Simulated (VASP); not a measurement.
Bi, 2 atoms in the cell. Symmetry: P2/m, No. 10, monoclinic system. Conventional cell: a = 3.238 Å, b = 3.222 Å, c = 6.444 Å, α = 90.00°, β = 90.72°, γ = 90.00°. Bi (site symmetry m) has 6 Bi at 3.22 to 3.24 Å within 4.2 Å. 

| Property | Result |
| --- | --- |
| Program | VASP 6.6.1 |
| Task | single point |
| Functional | r2SCAN |
| Potentials or basis | VASP PAW PBE potentials, release 64 (Bi_d) |
| Cutoff | 520 eV |
| k mesh | 8 × 8 × 4 |
| Occupations | fermi-dirac, width 0.05 eV |
| Spin | no spin polarisation |
| Dipole correction | no |
| Further INCAR settings | ALGO = Normal; EDIFF = 1e-06; NBANDS = 22 |

Potentials or basis: VASP PAW PBE potentials, release 64 (Bi_d).

Run with:

```sh
$ cat potpaw_PBE.64/Bi_d/POTCAR > POTCAR
$ cp INCAR.step1 INCAR
$ mpirun -np 1 vasp_std > vasp.out
$ cp INCAR.step2 INCAR
$ mpirun -np 1 vasp_std > vasp.out
```

Hardware: 1 thread of Intel(R) Xeon(R) 6975P-C (Granite Rapids), with other jobs on the host.

How long does it take, and how much memory?

Wall time 97 s on 1 thread of Intel(R) Xeon(R) 6975P-C (Granite Rapids) (shared host), peak memory 0.23 GiB. Counts: k points 90.
